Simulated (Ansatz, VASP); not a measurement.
## One calculation of Cd, two programs

INCAR

```
SYSTEM = Cd
ALGO = Fast ; EDIFF = 1E-7
ENCUT = 520 ; GGA = PE
ISIF = 2 ; ISMEAR = -1
LASPH = .TRUE. ; LCHARG = .FALSE.
LREAL = .FALSE. ; LWAVE = .FALSE.
NBANDS = 19 ; NELM = 100
PREC = Accurate ; SIGMA = 0.05
```

The input KPOINTS:

```
k-points
0
G
  9 9 4
  0 0 0
```

File POSCAR:

```
Cd
1.0
    2.9788700000      0.0000000000      0.0000000000
   -1.4894350000      2.5797770946      0.0000000000
    0.0000000000      0.0000000000      5.5614735000
Cd
2
Direct
    0.6666666667      0.3333333333      0.7500000000
    0.3333333333      0.6666666667      0.2500000000
```

The input input.yaml:

```yaml
crystal:
  lattice:
    - [2.97887, 0.0, 0.0]
    - [-1.489435, 2.5797770946, 0.0]
    - [0.0, 0.0, 5.5614735]
  atoms:
    - { symbol: Cd, position: [0.6666666667, 0.3333333333, 0.75] }
    - { symbol: Cd, position: [0.3333333333, 0.6666666667, 0.25] }
hamiltonian:
  xc: pbe
  pseudopotentials: { kind: paw }
kpoints:
  mp_grid: { grid: [9, 9, 4] }
  band_path:
    path:
      - [[0.0, 0.0, 0.0], [0.5, 0.0, 0.0], [0.3333333333, 0.3333333333, 0.0], [0.0, 0.0, 0.0], [0.0, 0.0, 0.5], [0.5, 0.0, 0.5], [0.3333333333, 0.3333333333, 0.5], [0.0, 0.0, 0.5]]
      - [[0.5, 0.0, 0.5], [0.5, 0.0, 0.0]]
      - [[0.3333333333, 0.3333333333, 0.0], [0.3333333333, 0.3333333333, 0.5]]
    npoints: 14
scf:
  occupations: { method: fermi_dirac, width: 0.05 }
  n_extra_bands: 6
output:
  forces: true
  stress: true
  eigenvalues: true
  fatbands: false
  write_density: true
  write_potential: true
  elf: true
  volumetric_format: npy
```

Alike in both runs: functional PBE; k mesh 9 × 9 × 4; occupations fermi-dirac, width 0.05 eV; no spin polarisation.

```csv
,VASP,Ansatz
version,VASP 6.6.1,Ansatz 0.2.0
potentials or method,"VASP PAW PBE potentials, release 64 (Cd)",Ansatz PAW
plane-wave cutoff (eV),520,420
valence electrons in the cell,24,40
task,single point,band structure
```

VASP gave:

| Property | Result |
| --- | --- |
| gap on the k mesh at the Fermi level (eV) | none |
| pressure (GPa) | 4.2 |
| traceless stress, the component that is largest in VASP (GPa) | -0.19 |

Question: Which values does Ansatz return?

Answer: gap on the k mesh at the Fermi level (eV): none; pressure (GPa): 3.9; traceless stress, the component that is largest in VASP (GPa): -0.02.

A gap of «none» marks a metal or a gap that the smearing closes. VASP's potentials hold 24 valence electrons a cell and Ansatz's 40, so a difference there can come from the potentials and not from the codes.
